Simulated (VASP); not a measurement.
# CaSe (Fm-3m) in VASP: single point with HSE06

Aim: the single point of CaSe with HSE06.

Everything below comes from runs of VASP 6.6.1. Logs are shortened: lines on timing, memory, paths and dates and some standing lists are left out, and cuts for length are marked.

### 1 The cell of the first run

Symmetry: Fm-3m, No. 225, cubic system. The conventional cell has a = 5.935 Å, b = 5.935 Å, c = 5.935 Å, α = 90.00°, β = 90.00°, γ = 90.00°. Ca (site symmetry m-3m) has 6 Se at 2.97 Å within 3.9 Å. Within 3.9 Å of Se (site symmetry m-3m) lie 6 Ca at 2.97 Å.

### 2 Single point, HSE06

Input file POSCAR:

```
CaSe
1.0
    0.0000000000      2.9675351129      2.9675351129
    2.9675351129      0.0000000000      2.9675351129
    2.9675351129      2.9675351129      0.0000000000
Ca Se
1 1
Direct
    0.0000000000      0.0000000000      0.0000000000
    0.5000000000      0.5000000000      0.5000000000
```

Input file INCAR.step1:

```
  PREC = Accurate
  ENCUT = 520
  EDIFF = 1E-5
  ISMEAR = 0
  SIGMA = 0.01
  LREAL = F
  LASPH = T
  NELM = 100
  ALGO = Normal
  ISIF = 2
  LWAVE = T
  LCHARG = F
  GGA = PE
  NBANDS = 15
```

Input file INCAR.step2:

```
  PREC = Accurate
  ENCUT = 520
  EDIFF = 1E-7
  ISMEAR = 0
  SIGMA = 0.01
  LREAL = F
  LASPH = T
  NELM = 100
  ALGO = Normal
  ISIF = 2
  LWAVE = F
  LCHARG = F
  GGA = PE
  LHFCALC = T
  HFSCREEN = 0.2079
  PRECFOCK = Normal
  ISTART = 1
  NBANDS = 15
```

Input file KPOINTS:

```
regular mesh
0
Gamma
  4 4 4
```

Potentials or basis: VASP PAW PBE potentials, release 64 (Ca_sv, Se).

On the command line:

```
cat potpaw_PBE.64/Ca_sv/POTCAR potpaw_PBE.64/Se/POTCAR > POTCAR
cp INCAR.step1 INCAR
mpirun -np 1 vasp_std > vasp.out
cp INCAR.step2 INCAR
mpirun -np 1 vasp_std > vasp.out
```

OUTCAR:

```text
PREC = Accurate
   ENCUT = 520
   EDIFF = 1E-7
   ISMEAR = 0
   LREAL = F
   LASPH = T
   NELM = 100
   ISIF = 2
   GGA = PE
   LHFCALC = T
   HFSCREEN = 0.2079
   PRECFOCK = Normal
   ISTART = 1

 ion  position               nearest neighbor table
   1  0.000  0.000  0.000-   2 2.97   2 2.97   2 2.97   2 2.97   2 2.97   2 2.97
   2  0.500  0.500  0.500-   1 2.97   1 2.97   1 2.97   1 2.97   1 2.97   1 2.97

  LATTYP: Found a face centered cubic cell.
 ALAT       =     5.9350702258

  Lattice vectors:

 A1 = (   0.0000000000,   2.9675351129,   2.9675351129)
 A2 = (   2.9675351129,   0.0000000000,   2.9675351129)
 A3 = (   2.9675351129,   2.9675351129,   0.0000000000)

Analysis of symmetry for initial positions (statically):
=====================================================================
 Subroutine PRICEL returns:
 Original cell was already a primitive cell.

 Routine SETGRP: Setting up the symmetry group for a
 face centered cubic supercell.

 Subroutine GETGRP returns: Found 48 space group operations
 (whereof 48 operations were pure point group operations)
 out of a pool of 48 trial point group operations.

The static configuration has the point symmetry O_h .

Analysis of symmetry for dynamics (positions and initial velocities):
=====================================================================
 Subroutine PRICEL returns:
 Original cell was already a primitive cell.

 Routine SETGRP: Setting up the symmetry group for a
 face centered cubic supercell.

 Subroutine GETGRP returns: Found 48 space group operations
 (whereof 48 operations were pure point group operations)
 out of a pool of 48 trial point group operations.

The dynamic configuration has the point symmetry O_h .

 Subroutine INISYM returns: Found 48 space group operations
 (whereof 48 operations are pure point group operations),
 and found     1 'primitive' translations

----------------------------------------------------------------------------------------

                                     Primitive cell

  volume of cell :      52.2658

  direct lattice vectors                    reciprocal lattice vectors
     0.000000000  2.967535113  2.967535113    -0.168490003  0.168490003  0.168490003
     2.967535113  0.000000000  2.967535113     0.168490003 -0.168490003  0.168490003
     2.967535113  2.967535113  0.000000000     0.168490003  0.168490003 -0.168490003

  length of vectors
     4.196728403  4.196728403  4.196728403     0.291833246  0.291833246  0.291833246

  position of ions in fractional coordinates (direct lattice)
     0.000000000  0.000000000  0.000000000
     0.500000000  0.500000000  0.500000000

  ion indices of the primitive-cell ions
   primitive index   ion index
                 1           1
                 2           2

----------------------------------------------------------------------------------------

 KPOINTS: regular mesh

Automatic generation of k-mesh.
 Grid dimensions read from file:
 generate k-points for:    4    4    4

 Generating k-lattice:

  Cartesian coordinates                     Fractional coordinates (reciprocal lattice)
    -0.042122501  0.042122501  0.042122501     0.250000000  0.000000000  0.000000000
     0.042122501 -0.042122501  0.042122501     0.000000000  0.250000000  0.000000000
     0.042122501  0.042122501 -0.042122501     0.000000000  0.000000000  0.250000000

  Length of vectors
     0.072958311  0.072958311  0.072958311

  Shift w.r.t. Gamma in fractional coordinates (k-lattice)
     0.000000000  0.000000000  0.000000000

 Subroutine IBZKPT returns following result:
 ===========================================

 Found      8 irreducible k-points:

 Following reciprocal coordinates:
            Coordinates               Weight
  0.000000  0.000000  0.000000      1.000000
  0.250000  0.000000  0.000000      8.000000
  0.500000  0.000000  0.000000      4.000000
  0.250000  0.250000  0.000000      6.000000
  0.500000  0.250000  0.000000     24.000000
 -0.250000  0.250000  0.000000     12.000000
  0.500000  0.500000  0.000000      3.000000
 -0.250000  0.500000  0.250000      6.000000
   k-points           NKPTS =      8   k-points in BZ     NKDIM =     64   number of bands    NBANDS=     15
   number of dos      NEDOS =    301   number of ions     NIONS =      2
   total plane-waves  NPLWV =  32768
   dimension x,y,z NGX =    32 NGY =   32 NGZ =   32
   dimension x,y,z NGXF=    64 NGYF=   64 NGZF=   64
   ions per type =               1   1
   NGX,Y,Z   is equivalent  to a cutoff of  12.68, 12.68, 12.68 a.u.
   NGXF,Y,Z  is equivalent  to a cutoff of  25.35, 25.35, 25.35 a.u.
 SYSTEM =  unknown system
   PREC   = accura    normal or accurate (medium, high low for compatibility)
   ISTART =      1    job   : 0-new  1-cont  2-samecut
   ICHARG =      0    charge: 1-file 2-atom 10-const
   ISPIN  =      1    spin polarized calculation?
   LNONCOLLINEAR =      F non collinear calculations
   LSORBIT =      F    spin-orbit coupling
   LASPH  =      T    aspherical Exc in radial PAW
   ENCUT  =  520.0 eV  38.22 Ry    6.18 a.u.   7.80  7.80  7.80*2*pi/ulx,y,z
   NELM   =    100;   NELMIN=  2; NELMDL=  0     # of ELM steps
   EDIFF  = 0.1E-06   stopping-criterion for ELM
   LREAL  =      F    real-space projection
   EDIFFG = 0.1E-05   stopping-criterion for IOM
   NSW    =      0    number of steps for IOM
   IBRION =     -1    ionic relax: 0-MD 1-quasi-New 2-CG
   NFREE  =      0    steps in history (QN), initial steepest desc. (CG)
   ISIF   =      2    stress and relaxation
   ISYM   =      3    0-nonsym 1-usesym 2-fastsym
   POTIM  = 0.5000    time-step for ionic-motion
   TEBEG  =    0.0;   TEEND  =   0.0 temperature during run
   PSTRESS=    0.0 pullay stress
   NELECT =      16.0000    total number of electrons
   NUPDOWN=      -1.0000    fix difference up-down
   EMIN   =  10.00;   EMAX   =-10.00  energy-range for DOS
   EFERMI =   0.00;   METHOD = LEGACY
   ISMEAR =     0;   SIGMA  =   0.01  broadening in eV -4-tet -1-fermi 0-gaus
   EFERMI_NEDOS =   21; number of points for ismear=-14 and -15
   IALGO  =     38    algorithm
   IMIX   =      1    mixing-type and parameters
     AMIX     =   0.40;   BMIX     =  1.00
     AMIX_MAG =   1.60;   BMIX_MAG =  1.00
  volume/ion in A,a.u.               =      26.13       176.35
  Fermi-wavevector in a.u.,A,eV,Ry     =   1.103339  2.085008 16.563146  1.217357
  Thomas-Fermi vector in A             =   2.239796
   LORBIT       =      0    0 simple, 1 ext, 2 COOP (PROOUT), +10 PAW based schemes
   GGA     = PE    functional components
   LHFCALC =     T    Hartree Fock is set to
   PRECFOCK=normal    Normal, Fast or Accurate (Low or Medium for compatibility)
   ENCUT4O =  -1.0   cutoff for four orbital integrals eV
   NKREDX  =     1    reduce k-point grid by
   NKREDY  =     1    reduce k-point grid by
   NKREDZ  =     1    reduce k-point grid by
   AEXX    =    0.2500 exact exchange contribution
   HFSCREEN=    0.2079 screening length (either q_TF or 0.3 A-1)
   HFSCREENC=   0.2079 screening length for correlation (either q_TF or 0.3 A-1)
   ENCUTFOCK=  -1.0 apply spherical cutoff to Coloumb kernel
   IVDW    =     0    specifies the selected vdW correction
   LEPSILON=     F    determine dielectric tensor
   LRPA    =     F    only Hartree local field effects (RPA)
 non-spin polarized calculation
 Gauss-broadening in eV      SIGMA  =   0.01
  energy-cutoff  :      520.00
  volume of cell :       52.27
 maximum number of plane-waves:      1424
  NGX = 24; NGY = 24; NGZ = 24

 number of electron      15.9999997 magnetization

 Free energy of the ion-electron system (eV)
  ---------------------------------------------------
  ext. energy  EPLUGINS =         0.00000000
  ---------------------------------------------------
  free energy    TOTEN  =       -10.67575371 eV

  energy without entropy =      -10.67575371  energy(sigma->0) =      -10.67575371

 E-fermi :   1.9575     XC(G=0):  -7.5921

 val. band max:        1.8071103873   @ k =   0.0000   0.0000   0.0000
 cond. band min:       4.8162998587   @ k =   0.5000   0.5000   0.0000
 fundamental gap:      3.0091894713
 Fermi energy:         1.9575311101

 k-point     1 :       0.0000    0.0000    0.0000
  band No.  band energies     occupation
      1     -41.0458      2.00000
      2     -20.5627      2.00000
      3     -20.5627      2.00000
      4     -20.5627      2.00000
      5     -11.0543      2.00000
      6       1.8071      2.00000
      7       1.8071      2.00000
      8       1.8071      2.00000
      9       6.0482      0.00000
     10       6.7412      0.00000
     11       6.7412      0.00000
     12       6.7412      0.00000
     13       7.3742      0.00000
     14       7.3742      0.00000
     15      12.5155      0.00000

 k-point     2 :       0.2500    0.0000    0.0000
  band No.  band energies     occupation
      1     -41.0424      2.00000
      2     -20.6245      2.00000
      3     -20.5657      2.00000
      4     -20.5657      2.00000
      5     -10.6878      2.00000
      6      -0.3085      2.00000
      7       1.1043      2.00000
      8       1.1043      2.00000
      9       6.5890      0.00000
     10       7.5643      0.00000
     11       7.5643      0.00000
     12       8.6736      0.00000
     13       8.8471      0.00000
     14       8.8471      0.00000
     15      12.5583      0.00000

 k-point     3 :       0.5000    0.0000    0.0000
  band No.  band energies     occupation
      1     -41.0389      2.00000
      2     -20.6847      2.00000
      3     -20.5688      2.00000
      4     -20.5688      2.00000
      5     -10.2738      2.00000
      6      -1.7304      2.00000
      7       0.5778      2.00000
      8       0.5778      2.00000
      9       7.1801      0.00000
     10       8.7663      0.00000
     11       8.8844      0.00000
     12       8.8844      0.00000
     13      10.8799      0.00000
     14      11.0061      0.00000
     15      11.0061      0.00000

 k-point     4 :       0.2500    0.2500    0.0000
  band No.  band energies     occupation
      1     -41.0412      2.00000
      2     -20.6133      2.00000
      3     -20.5801      2.00000
      4     -20.5801      2.00000
      5     -10.6471      2.00000
      6      -0.4359      2.00000
      7       1.1550      2.00000
      8       1.1550      2.00000
      9       5.5963      0.00000
     10       7.3853      0.00000
     11       7.7929      0.00000
     12       8.6000      0.00000
     13       8.6000      0.00000
     14      11.0926      0.00000
     15      11.8540      0.00000

 k-point     5 :       0.5000    0.2500    0.0000
  band No.  band energies     occupation
      1     -41.0377      2.00000
      2     -20.6534      2.00000
      3     -20.5982      2.00000
      4     -20.5834      2.00000
      5     -10.3360      2.00000
      6      -1.0500      2.00000
      7       0.1040      2.00000
      8       0.6741      2.00000
      9       6.2945      0.00000
     10       8.8803      0.00000
     11       9.0257      0.00000
     12       9.1797      0.00000
     13       9.2286      0.00000
     14       9.7803      0.00000
     15      11.5052      0.00000

 k-point     6 :      -0.2500    0.2500    0.0000
  band No.  band energies     occupation
      1     -41.0389      2.00000
      2     -20.6469      2.00000
      3     -20.6020      2.00000
      4     -20.5691      2.00000
      5     -10.3775      2.00000
      6      -1.0218      2.00000
      7       0.2111      2.00000
      8       0.6351      2.00000
      9       7.7974      0.00000
     10       8.0941      0.00000
     11       8.1121      0.00000
     12       8.5615      0.00000
     13       9.3280      0.00000
     14      10.9686      0.00000
     15      12.3024      0.00000

 k-point     7 :       0.5000    0.5000    0.0000
  band No.  band energies     occupation
      1     -41.0365      2.00000
      2     -20.6510      2.00000
      3     -20.5980      2.00000
      4     -20.5980      2.00000
      5     -10.3944      2.00000
      6      -0.9575      2.00000
      7       0.7789      2.00000
      8       0.7789      2.00000
      9       4.8163      0.00000
     10       7.7850      0.00000
     11       8.2773      0.00000
     12       9.4099      0.00000
     13       9.5136      0.00000
     14       9.5136      0.00000
     15      13.0975      0.00000

 k-point     8 :      -0.2500    0.5000    0.2500
  band No.  band energies     occupation
      1     -41.0365      2.00000
      2     -20.6243      2.00000
      3     -20.6243      2.00000
      4     -20.6038      2.00000
      5     -10.2966      2.00000
      6      -0.3373      2.00000
      7      -0.3373      2.00000
      8       0.0298      2.00000
      9       7.4448      0.00000
     10       7.4448      0.00000
     11       8.2598      0.00000
     12       9.0799      0.00000
     13       9.5219      0.00000
     14      11.8732      0.00000
     15      11.8937      0.00000

------------------------ aborting loop because EDIFF is reached ----------------------------------------

  FORCE on cell =-STRESS in cart. coord.  units (eV):
  Direction    XX          YY          ZZ          XY          YZ          ZX
  --------------------------------------------------------------------------------------
  -------------------------------------------------------------------------------------
  Total        0.1095808      0.1095808      0.1095808     -0.0000000     -0.0000000     -0.0000000
  in kB        3.3591357      3.3591357      3.3591357     -0.0000000     -0.0000000     -0.0000000
  external PRESSURE =       3.3591357 kB  Pullay stress =       0.0000000 kB

 VOLUME and BASIS-vectors are now :
 -----------------------------------------------------------------------------
  energy-cutoff  :      520.00
  volume of cell :       52.27
      direct lattice vectors                 reciprocal lattice vectors
     0.000000000  2.967535113  2.967535113    -0.168490003  0.168490003  0.168490003
     2.967535113  0.000000000  2.967535113     0.168490003 -0.168490003  0.168490003
     2.967535113  2.967535113  0.000000000     0.168490003  0.168490003 -0.168490003

 POSITION                                       TOTAL-FORCE (eV/Angst)
 -----------------------------------------------------------------------------------
      0.00000      0.00000      0.00000        -0.000000      0.000000     -0.000000
      2.96754      2.96754      2.96754         0.000000     -0.000000      0.000000
 -----------------------------------------------------------------------------------
    total drift:                               -0.000000     -0.000000     -0.000000

  FREE ENERGIE OF THE ION-ELECTRON SYSTEM (eV)
  ---------------------------------------------------
  free  energy   TOTEN  =       -10.6757537141 eV

  energy  without entropy=      -10.6757537141  energy(sigma->0) =      -10.67575371
```

It took 18 min on 1 thread of AMD EPYC 7R43 (Zen 3), shared host; peak memory 0.24 GiB.

What came out:

```
Free energy            : -10.6758 eV
Pressure               : 0.3 GPa
Band gap on the k mesh : 3.01 eV (least direct gap 4.04 eV)
```

Levels at points of the mesh, in eV from the valence-band top:
| k point | band 4 | band 5 | band 6 | band 7 | band 8 | band 9 | band 10 | band 11 | band 12 | band 13 |
| --- | --- | --- | --- | --- | --- | --- | --- | --- | --- | --- |
| (0.00, 0.00, 0.00) | -22.37 | -12.86 | 0.00 | 0.00 | 0.00 | 4.24 | 4.93 | 4.93 | 4.93 | 5.57 |
| (0.50, 0.00, 0.00) | -22.38 | -12.08 | -3.54 | -1.23 | -1.23 | 5.37 | 6.96 | 7.08 | 7.08 | 9.07 |
| (0.50, 0.50, 0.00) | -22.41 | -12.20 | -2.76 | -1.03 | -1.03 | 3.01 | 5.98 | 6.47 | 7.60 | 7.71 |

Caveat: the k points lie up to 0.46 Å⁻¹ apart; the PAW data sets were made with another functional, which shifts forces and pressure a little. A k mesh can miss the band edges.
